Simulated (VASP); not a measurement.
Pb, 1 atom in the cell. Symmetry: Fm-3m, No. 225, cubic system. The conventional cell has a = 4.875 Å, b = 4.875 Å, c = 4.875 Å, α = 90.00°, β = 90.00°, γ = 90.00°. Pb (site symmetry m-3m) has 12 Pb at 3.45 Å within 4.5 Å. 

- Program: VASP 6.6.1
- Task: single point
- Functional: LDA
- Potentials or basis: VASP PAW LDA potentials, release 64 (Pb_d)
- Cutoff: 520 eV
- k mesh: 11 × 11 × 11
- Occupations: gaussian, width 0.2 eV
- Spin: no spin polarisation
- Dipole correction: no
- Further INCAR settings: ALGO = Normal; EDIFF = 1e-06; NBANDS = 13

Potentials or basis: VASP PAW LDA potentials, release 64 (Pb_d).

The run is started by

```console
$ cat potpaw_LDA.64/Pb_d/POTCAR > POTCAR
$ mpirun -np 1 vasp_std > vasp.out
```

Hardware: 1 thread of Intel(R) Xeon(R) Platinum 8375C CPU @ 2.90GHz (Ice Lake), on a shared host.

Q: Estimate the wall time of this run.

A: Run time: 16 s on 1 thread of Intel(R) Xeon(R) Platinum 8375C CPU @ 2.90GHz (Ice Lake) (shared host), peak memory 0.15 GiB. Counts: scf iterations 9, k points 56.
